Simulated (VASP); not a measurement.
# Ga16HO24 (a cell with a defect) (H interstitial hop between voids) in VASP: further runs

Runs on Ga16HO24 (a cell with a defect) (H interstitial hop between voids). Level: PBE. Tasks: single point.

Everything below comes from runs of VASP 6.6.1. Logs are shortened: lines on timing, memory, paths and dates and some standing lists are left out, and cuts for length are marked.

**1. The cell of the first run**

The cell holds a defect, 41 atoms: a = 5.399 Å, b = 10.798 Å, c = 10.798 Å, α = 55.86°, β = 55.86°, γ = 55.86°.

**2. Single point, PBE**

The input, INCAR:

```
  ALGO = Normal
  EDIFF = 1E-6
  ENCUT = 520
  GGA = PE
  ISIF = 2
  ISMEAR = -1
  LASPH = T
  LCHARG = F
  LREAL = Auto
  LWAVE = F
  NBANDS = 202
  NELECT = 352.0
  NELM = 60
  PREC = Accurate
  SIGMA = 0.01
```

The input, KPOINTS:

```
k-points
0
Gamma
  1 1 1
```

The input, POSCAR:

```
Ga16HO24
1.0
    2.5289754500      1.4601046700      4.5413080100
   -5.0579508900      2.9202093400      9.0826160100
    0.0000000000     -5.8404185800      9.0826160400
Ga O H
16 24 1
Direct
    0.8566490990      0.4293002419      0.4271847800
    0.6468239589      0.3299784733      0.3186065994
    0.1239588590      0.0696619874      0.0753236243
    0.3382496331      0.1837139265      0.1645594369
    0.8492186126      0.4323227075      0.9264339184
    0.6393973746      0.3272596550      0.8178937397
    0.1097905624      0.0637207921      0.5963918027
    0.3536144246      0.1739633733      0.6827196520
    0.8665300509      0.9252798865      0.4332594498
    0.6613299226      0.8160144747      0.3145783087
    0.1439490996      0.5703726275      0.0725939795
    0.3560271250      0.6764070931      0.1796960551
    0.8438368033      0.9265893760      0.9353981967
    0.6383236632      0.8216556396      0.8232731556
    0.1395305697      0.5627593955      0.5786858310
    0.3571746092      0.6789994392      0.6765751059
    0.7375344122      0.2161955396      0.0365416743
    0.4215233400      0.0581892124      0.3813729869
    0.0472536744      0.3710774231      0.2280477074
    0.2574760537      0.2891664333      0.4576938230
    0.9413978341      0.1317294346      0.2695029265
    0.5503653951      0.4812098072      0.1188169046
    0.7415594651      0.2164968988      0.5405642868
    0.4430113334      0.0200764674      0.8845996796
    0.0463881242      0.3681460077      0.7302116909
    0.2460762329      0.2879539132      0.9608367426
    0.9434748208      0.1291640970      0.7750860889
    0.5487009471      0.4829897082      0.6178491872
    0.7459549623      0.7150446624      0.0388089351
    0.4466980647      0.5258110443      0.3809109266
    0.0369498593      0.8705599131      0.2365494583
    0.2591291785      0.8053341006      0.4650834266
    0.9553799770      0.6264013977      0.2703761651
    0.5436987905      0.9787587901      0.1257500115
    0.7551324656      0.7186078999      0.5332443040
    0.4469493204      0.5229736144      0.8784192696
    0.0437071949      0.8659946524      0.7375989739
    0.2430359052      0.7874649091      0.9685102472
    0.9487253918      0.6312234528      0.7676680937
    0.5454405489      0.9785193382      0.6235466780
    0.4185786437      0.1597526610      0.3671597876
```

Potentials or basis: VASP PAW PBE potentials, release 64 (Ga_d, O, H).

Launch:

```bash
cat potpaw_PBE.64/Ga_d/POTCAR potpaw_PBE.64/O/POTCAR potpaw_PBE.64/H/POTCAR > POTCAR
mpirun -np 1 vasp_gam > vasp.out
```

OUTCAR:

```text
EDIFF = 1E-6
   ENCUT = 520
   GGA = PE
   ISIF = 2
   ISMEAR = -1
   LASPH = T
   LREAL = Auto
   NELECT = 352.0
   NELM = 60
   PREC = Accurate

 ion  position               nearest neighbor table
   1  0.857  0.429  0.427-  20 1.91  28 1.94  33 1.97  30 2.07  19 2.09  23 2.18   2 2.84
   2  0.647  0.330  0.319-  20 1.90  21 1.97  22 1.99  19 2.01  30 2.08  23 2.21   1 2.84  12 2.91

   3  0.124  0.070  0.075-  17 1.89  24 1.93  31 1.97  21 2.08  34 2.16  26 2.25   4 2.82
   4  0.338  0.184  0.165-  17 1.91  19 1.95  34 2.02  21 2.03  26 2.04  18 2.11   3 2.82
   5  0.849  0.432  0.926-  26 1.91  22 1.93  39 1.99  36 2.06  25 2.10  17 2.21   6 2.89  15 2.91

   6  0.639  0.327  0.818-  26 1.92  27 1.95  28 1.98  25 2.05  36 2.07  17 2.19   5 2.89
   7  0.110  0.064  0.596-  23 1.89  37 1.90  18 1.97  27 1.98  40 2.12  20 2.36  13 2.84   8 2.90

   8  0.354  0.174  0.683-  23 1.91  25 1.94  24 1.99  40 2.06  27 2.08  20 2.24   7 2.90
   9  0.867  0.925  0.433-  32 1.88  40 1.94  21 2.01  31 2.08  35 2.14  18 2.21
  10  0.661  0.816  0.315-  32 1.87  33 1.88  34 1.96  31 2.01  35 2.21  12 2.91
  11  0.144  0.570  0.073-  29 1.91  36 1.94  19 1.99  33 2.07  22 2.08  38 2.20  12 2.90
  12  0.356  0.676  0.180-  29 1.90  30 1.98  31 1.99  33 2.07  22 2.07  38 2.16  11 2.90  10 2.91
                             2 2.91
  13  0.844  0.927  0.935-  38 1.91  34 1.92  27 2.02  24 2.06  37 2.08  29 2.14   7 2.84  14 2.91

  14  0.638  0.822  0.823-  38 1.90  39 1.95  40 1.98  37 2.07  24 2.10  29 2.20  13 2.91
  15  0.140  0.563  0.579-  35 1.92  30 1.93  25 1.94  39 2.06  28 2.07   5 2.91
  16  0.357  0.679  0.677-  35 1.94  37 1.94  36 1.99  28 2.07  39 2.09  32 2.10
  17  0.738  0.216  0.037-   3 1.89   4 1.91   6 2.19   5 2.21
  18  0.422  0.058  0.381-  41 1.01   7 1.97   4 2.11   9 2.21
  19  0.047  0.371  0.228-   4 1.95  11 1.99   2 2.01   1 2.09
  20  0.257  0.289  0.458-   2 1.90   1 1.91   8 2.24   7 2.36
  21  0.941  0.132  0.270-   2 1.97   9 2.01   4 2.03   3 2.08
  22  0.550  0.481  0.119-   5 1.93   2 1.99  12 2.07  11 2.08
  23  0.742  0.216  0.541-   7 1.89   8 1.91   1 2.18   2 2.21
  24  0.443  0.020  0.885-   3 1.93   8 1.99  13 2.06  14 2.10
  25  0.046  0.368  0.730-  15 1.94   8 1.94   6 2.05   5 2.10
  26  0.246  0.288  0.961-   5 1.91   6 1.92   4 2.04   3 2.25
  27  0.943  0.129  0.775-   6 1.95   7 1.98  13 2.02   8 2.08
  28  0.549  0.483  0.618-   1 1.94   6 1.98  16 2.07  15 2.07
  29  0.746  0.715  0.039-  12 1.90  11 1.91  13 2.14  14 2.20
  30  0.447  0.526  0.381-  15 1.93  12 1.98   1 2.07   2 2.08
  31  0.037  0.871  0.237-   3 1.97  12 1.99  10 2.01   9 2.08
  32  0.259  0.805  0.465-  10 1.87   9 1.88  16 2.10
  33  0.955  0.626  0.270-  10 1.88   1 1.97  12 2.07  11 2.07
  34  0.544  0.979  0.126-  13 1.92  10 1.96   4 2.02   3 2.16
  35  0.755  0.719  0.533-  15 1.92  16 1.94   9 2.14  10 2.21
  36  0.447  0.523  0.878-  11 1.94  16 1.99   5 2.06   6 2.07
  37  0.044  0.866  0.738-   7 1.90  16 1.94  14 2.07  13 2.08
  38  0.243  0.787  0.969-  14 1.90  13 1.91  12 2.16  11 2.20
  39  0.949  0.631  0.768-  14 1.95   5 1.99  15 2.06  16 2.09
  40  0.545  0.979  0.624-   9 1.94  14 1.98   8 2.06   7 2.12
  41  0.419  0.160  0.367-  18 1.01

  LATTYP: Found a base centered monoclinic cell.
 ALAT       =    14.7964817495
 B/A-ratio  =     0.6836693984
 C/A-ratio  =     0.3648959286
 COS(beta)  =    -0.0893299994

  Lattice vectors:

 A1 = (   7.5869263400,  -1.4601046700,  -4.5413080000)
 A2 = (   2.5289754500,   7.3005232500,  -4.5413080300)
 A3 = (   2.5289754500,   1.4601046700,   4.5413080100)

Analysis of symmetry for initial positions (statically):
=====================================================================
 Subroutine PRICEL returns:
 Original cell was already a primitive cell.

 Routine SETGRP: Setting up the symmetry group for a
 base centered monoclinic supercell.

 Subroutine GETGRP returns: Found  1 space group operations
 (whereof  1 operations were pure point group operations)
 out of a pool of  4 trial point group operations.

The static configuration has the point symmetry C_1 .

Analysis of symmetry for dynamics (positions and initial velocities):
=====================================================================
 Subroutine PRICEL returns:
 Original cell was already a primitive cell.

 Routine SETGRP: Setting up the symmetry group for a
 base centered monoclinic supercell.

 Subroutine GETGRP returns: Found  1 space group operations
 (whereof  1 operations were pure point group operations)
 out of a pool of  4 trial point group operations.

The dynamic configuration has the point symmetry C_1 .

 Subroutine INISYM returns: Found  1 space group operations
 (whereof  1 operations are pure point group operations),
 and found     1 'primitive' translations

----------------------------------------------------------------------------------------

                                     Primitive cell

[... 68 lines left out ...]
   NGX,Y,Z   is equivalent  to a cutoff of  12.32, 12.32, 12.32 a.u.
   NGXF,Y,Z  is equivalent  to a cutoff of  24.63, 24.63, 24.63 a.u.
 SYSTEM =  unknown system
   PREC   = accura    normal or accurate (medium, high low for compatibility)
   ISTART =      0    job   : 0-new  1-cont  2-samecut
   ICHARG =      2    charge: 1-file 2-atom 10-const
   ISPIN  =      1    spin polarized calculation?
   LNONCOLLINEAR =      F non collinear calculations
   LSORBIT =      F    spin-orbit coupling
   LASPH  =      T    aspherical Exc in radial PAW
   ENCUT  =  520.0 eV  38.22 Ry    6.18 a.u.  10.04 20.08 20.08*2*pi/ulx,y,z
   NELM   =     60;   NELMIN=  2; NELMDL= -5     # of ELM steps
   EDIFF  = 0.1E-05   stopping-criterion for ELM
   LREAL  =      T    real-space projection
   EDIFFG = 0.1E-04   stopping-criterion for IOM
   NSW    =      0    number of steps for IOM
   IBRION =     -1    ionic relax: 0-MD 1-quasi-New 2-CG
   NFREE  =      0    steps in history (QN), initial steepest desc. (CG)
   ISIF   =      2    stress and relaxation
   ISYM   =      2    0-nonsym 1-usesym 2-fastsym
   POTIM  = 0.5000    time-step for ionic-motion
   TEBEG  =    0.0;   TEEND  =   0.0 temperature during run
   PSTRESS=    0.0 pullay stress
   NELECT =     352.0000    total number of electrons
   NUPDOWN=      -1.0000    fix difference up-down
   EMIN   =  10.00;   EMAX   =-10.00  energy-range for DOS
   EFERMI =   0.00;   METHOD = LEGACY
   ISMEAR =    -1;   SIGMA  =   0.01  broadening in eV -4-tet -1-fermi 0-gaus
   EFERMI_NEDOS =   21; number of points for ismear=-14 and -15
   IALGO  =     38    algorithm
   IMIX   =      4    mixing-type and parameters
     AMIX     =   0.40;   BMIX     =  1.00
     AMIX_MAG =   1.60;   BMIX_MAG =  1.00
  volume/ion in A,a.u.               =       9.82        66.24
  Fermi-wavevector in a.u.,A,eV,Ry     =   1.565605  2.958564 33.349486  2.451118
  Thomas-Fermi vector in A             =   2.668056
   LORBIT       =      0    0 simple, 1 ext, 2 COOP (PROOUT), +10 PAW based schemes
   GGA     = PE    functional components
   LHFCALC =     F    Hartree Fock is set to
   AEXX    =    0.0000 exact exchange contribution
   IVDW    =     0    specifies the selected vdW correction
   LEPSILON=     F    determine dielectric tensor
   LRPA    =     F    only Hartree local field effects (RPA)
 non-spin polarized calculation
  energy-cutoff  :      520.00
  volume of cell :      402.46
 maximum number of plane-waves:      5405
   NGX = 21   NGY = 41   NGZ = 41

 number of electron     351.9999991 magnetization

 Free energy of the ion-electron system (eV)
  ---------------------------------------------------
  ext. energy  EPLUGINS =         0.00000000
  ---------------------------------------------------
  free energy    TOTEN  =      -244.22725243 eV

  energy without entropy =     -244.22725243  energy(sigma->0) =     -244.22725243

 E-fermi :   4.4465     XC(G=0): -11.9525

 val. band max:        4.1315944079   @ k =   0.0000   0.0000   0.0000
 cond. band min:       6.5214982349   @ k =   0.0000   0.0000   0.0000
 fundamental gap:      2.3899038270
 Fermi energy:         4.4464682323

 k-point     1 :       0.0000    0.0000    0.0000
  band No.  band energies     occupation
      1     -15.1171      2.00000
      2     -14.3493      2.00000
      3     -13.7758      2.00000
      4     -13.6808      2.00000
      5     -13.6349      2.00000
      6     -13.5684      2.00000
[... 180 lines left out ...]
    187      10.7315      0.00000
    188      10.7790      0.00000
 [bands above 188 left out]

------------------------ aborting loop because EDIFF is reached ----------------------------------------

  FORCE on cell =-STRESS in cart. coord.  units (eV):
  Direction    XX          YY          ZZ          XY          YZ          ZX
  --------------------------------------------------------------------------------------
  -------------------------------------------------------------------------------------
  Total       -5.7368102      2.5588876     -7.4028704     -6.5854380     -0.9649747     -2.8816928
  in kB      -22.8381156     10.1868754    -29.4706645    -26.2164842     -3.8415431    -11.4719558
  external PRESSURE =     -14.0406349 kB  Pullay stress =       0.0000000 kB

 VOLUME and BASIS-vectors are now :
 -----------------------------------------------------------------------------
  energy-cutoff  :      520.00
  volume of cell :      402.46
      direct lattice vectors                 reciprocal lattice vectors
     2.528975450  1.460104670  4.541308010     0.197708523  0.114147069  0.073400291
    -5.057950890  2.920209340  9.082616010    -0.098854261  0.057073535  0.036700146
     0.000000000 -5.840418580  9.082616040    -0.000000000 -0.114147069  0.036700146

 POSITION                                       TOTAL-FORCE (eV/Angst)
 -----------------------------------------------------------------------------------
     -0.00493      0.00951     11.66943        -0.003538     -0.011550      0.023932
     -0.03321      0.04724      8.82828         0.008572     -0.014810     -0.003947
     -0.03886     -0.05550      1.87978        -0.000050      0.015391     -0.003182
     -0.07379      0.06927      4.69933         0.005633      0.010819      0.009302
     -0.03901     -2.90834     16.19763         0.012367     -0.008658      0.006406
     -0.03824     -2.88759     13.30469         0.010055     -0.007251     -0.015300
[... 33 lines left out ...]
     -3.56990      0.01211     17.02796        -0.005419      0.013031     -0.012665
      0.25055     -1.06669      6.68664        -0.036617      0.052609      0.058463
 -----------------------------------------------------------------------------------
    total drift:                                0.018864     -0.001303      0.003250

  FREE ENERGIE OF THE ION-ELECTRON SYSTEM (eV)
  ---------------------------------------------------
  free  energy   TOTEN  =      -244.2272524316 eV

  energy  without entropy=     -244.2272524316  energy(sigma->0) =     -244.22725243
```

Wall time 2.7 min (1 thread of Intel Xeon 6975P-C (Granite Rapids), shared host); peak memory 0.55 GiB.

What came out:

```
Free energy   : -244.2273 eV
Largest force : 0.087 eV/Å
```

Forces on the atoms (eV/Å):
```
Ga  -0.004 -0.012  0.024
Ga   0.009 -0.015 -0.004
Ga   0.000  0.015 -0.003
Ga   0.006  0.011  0.009
Ga   0.012 -0.009  0.006
Ga   0.010 -0.007 -0.015
Ga  -0.004  0.013  0.002
Ga  -0.020  0.021  0.003
Ga   0.016 -0.008  0.020
Ga  -0.019 -0.011  0.009
Ga  -0.003  0.011 -0.005
Ga  -0.001  0.008  0.005
Ga   0.003  0.010  0.010
Ga   0.012 -0.014 -0.005
Ga  -0.008  0.007  0.008
Ga  -0.007 -0.001  0.011
O   -0.014  0.001  0.000
O    0.042 -0.015 -0.054
O    0.017  0.003 -0.004
O    0.025 -0.022 -0.012
O   -0.014 -0.023 -0.020
O    0.008  0.003 -0.001
O   -0.012  0.011 -0.015
O   -0.006 -0.005  0.005
O    0.008  0.003  0.004
O   -0.004 -0.008 -0.017
O   -0.010 -0.015  0.015
O    0.010  0.000  0.002
O    0.003  0.005 -0.003
O    0.004 -0.005  0.005
O    0.000  0.003  0.009
O   -0.005 -0.021 -0.018
O    0.000 -0.004 -0.008
O   -0.001  0.000  0.003
O   -0.008  0.018 -0.002
O   -0.010  0.003 -0.001
O    0.010 -0.012 -0.005
O   -0.001 -0.011  0.002
O   -0.003  0.006 -0.004
O   -0.005  0.013 -0.013
H   -0.037  0.053  0.058
```

Levels at points of the mesh, in eV from the Fermi level:
| k point | band 172 | band 173 | band 174 | band 175 | band 176 | band 177 | band 178 | band 179 | band 180 | band 181 |
| --- | --- | --- | --- | --- | --- | --- | --- | --- | --- | --- |
| (0.00, 0.00, 0.00) | -0.44 | -0.38 | -0.37 | -0.37 | -0.31 | 2.08 | 5.51 | 5.57 | 5.68 | 5.79 |

Caveat: the k points lie up to 1.51 Å⁻¹ apart; the cell carries a net charge on a neutralising background, which shifts energy and pressure; the cell is charged against a uniform background, so pressure and absolute levels hang on convention.

**3. Single point, PBE**

The input, INCAR:

```
SYSTEM = Ga16HO24
PREC = Accurate
ENCUT = 520
EDIFF = 1E-7
ISMEAR = -1
SIGMA = 0.01
LREAL = Auto
LASPH = .True.
NELM = 100
ALGO = Normal
ISIF = 2
LWAVE = .False.
LCHARG = .False.
GGA = PE
NELECT = 354.0
NBANDS = 202
```

The input, KPOINTS:

```
Automatic mesh
0
Gamma
  1 1 1
  0 0 0
```

The input, POSCAR:

```
Ga16HO24
1.0
    2.5289754500      1.4601046700      4.5413080100
   -5.0579508900      2.9202093400      9.0826160100
    0.0000000000     -5.8404185800      9.0826160400
Ga O H
16 24 1
Direct
    0.8582842575      0.4297850777      0.4215640056
    0.6062325789      0.3496145668      0.3075832183
    0.1671721149      0.0632463979      0.0643670488
    0.3691892303      0.1797924732      0.1766078175
    0.8630587192      0.4219086660      0.9281166443
    0.6451063990      0.3239911342      0.8114673182
    0.1535905737      0.0631302670      0.5791612130
    0.3649943644      0.1729680272      0.6772601604
    0.8428167729      0.9105110009      0.4321742356
    0.6235443370      0.8219350900      0.3184589426
    0.1429537111      0.5706428332      0.0688241616
    0.3445135604      0.6864503851      0.1738962149
    0.8610397723      0.9266296861      0.9253966617
    0.6517397166      0.8185122460      0.8182717118
    0.1440539433      0.5620018754      0.5771469827
    0.3549751005      0.6717232706      0.6809260871
    0.7604912369      0.2132661411      0.0585183371
    0.4425051166      0.0147825825      0.3820293001
    0.0477861083      0.3717560600      0.2266625620
    0.2447590189      0.2895942610      0.4653756602
    0.9137065292      0.1319521275      0.3069420421
    0.5467650709      0.4896382933      0.1104372130
    0.7669417971      0.2018609905      0.5364459082
    0.4609855079      0.0171053524      0.8748070421
    0.0554169989      0.3620486378      0.7331944404
    0.2611546103      0.2783749049      0.9676085688
    0.9539259411      0.1267490136      0.7738694261
    0.5518715397      0.4748115645      0.6167452432
    0.7471994791      0.7167531314      0.0358463413
    0.4464889123      0.5244773141      0.3767238713
    0.0482995871      0.8746562721      0.2273463536
    0.2389975270      0.7830704498      0.4673800361
    0.9471558639      0.6325466571      0.2675752319
    0.5436779301      0.9841032952      0.1191541855
    0.7528886231      0.7044156659      0.5366105799
    0.4534547355      0.5131611497      0.8796787917
    0.0578275610      0.8639040942      0.7304551957
    0.2517518214      0.7870580918      0.9626158337
    0.9521752926      0.6236114205      0.7721895998
    0.5553830230      0.9732575776      0.6193844096
   -0.1082255916      0.1294660921      0.4080114065
```

Potentials or basis: VASP PAW PBE potentials, release 64 (Ga_d, O, H).

Launch:

```bash
cat potpaw_PBE.64/Ga_d/POTCAR potpaw_PBE.64/O/POTCAR potpaw_PBE.64/H/POTCAR > POTCAR
mpirun -np 1 vasp_gam > vasp.out
```

It took 5.8 min on 1 thread of Intel Xeon Platinum 8488C (Sapphire Rapids), shared host; peak memory 0.53 GiB.

Results (log left out):

| Property | Result |
| --- | --- |
| Free energy | -231.1793 eV |
| Largest force | 0.695 eV/Å |

Forces in eV/Å, atoms in the order of the input:
```
Ga  -0.005 -0.030 -0.011
Ga   0.067 -0.021 -0.035
Ga  -0.056 -0.027  0.006
Ga  -0.014  0.006 -0.043
Ga  -0.026  0.020  0.000
Ga  -0.003 -0.018  0.007
Ga  -0.037  0.017 -0.056
Ga  -0.039 -0.002 -0.014
Ga  -0.060  0.107  0.134
Ga   0.045  0.005  0.065
Ga  -0.007  0.000 -0.001
Ga   0.026 -0.012  0.011
Ga  -0.011 -0.012  0.015
Ga  -0.018 -0.016 -0.008
Ga  -0.048  0.049 -0.011
Ga  -0.008  0.024  0.011
O   -0.034  0.052 -0.099
O   -0.005  0.045  0.023
O    0.002 -0.008 -0.025
O    0.027 -0.017 -0.042
O    0.072  0.166 -0.144
O    0.020 -0.002 -0.018
O   -0.094  0.023  0.016
O   -0.028 -0.008 -0.004
O   -0.036  0.034 -0.011
O   -0.027  0.022 -0.034
O   -0.030 -0.003 -0.015
O   -0.025  0.016  0.020
O    0.002 -0.004 -0.014
O   -0.006 -0.009 -0.021
O    0.007  0.003 -0.018
O    0.039  0.023 -0.026
O    0.011 -0.009 -0.007
O    0.020  0.001  0.003
O   -0.063  0.027  0.015
O   -0.030  0.004  0.010
O   -0.011 -0.022 -0.003
O   -0.002 -0.018 -0.008
O   -0.029  0.011 -0.007
O   -0.049 -0.021  0.002
H    0.461 -0.397  0.338
```

Levels at points of the mesh, in eV from the Fermi level:
| k point | band 175 | band 176 | band 177 | band 178 | band 179 | band 180 |
| --- | --- | --- | --- | --- | --- | --- |
| (0.00, 0.00, 0.00) | -2.67 | -2.63 | -0.28 | 3.19 | 3.21 | 3.33 |

Caveat: the k points lie up to 1.51 Å⁻¹ apart; the cell carries a net charge on a neutralising background, which shifts energy and pressure; the cell is charged against a uniform background, so pressure and absolute levels hang on convention.
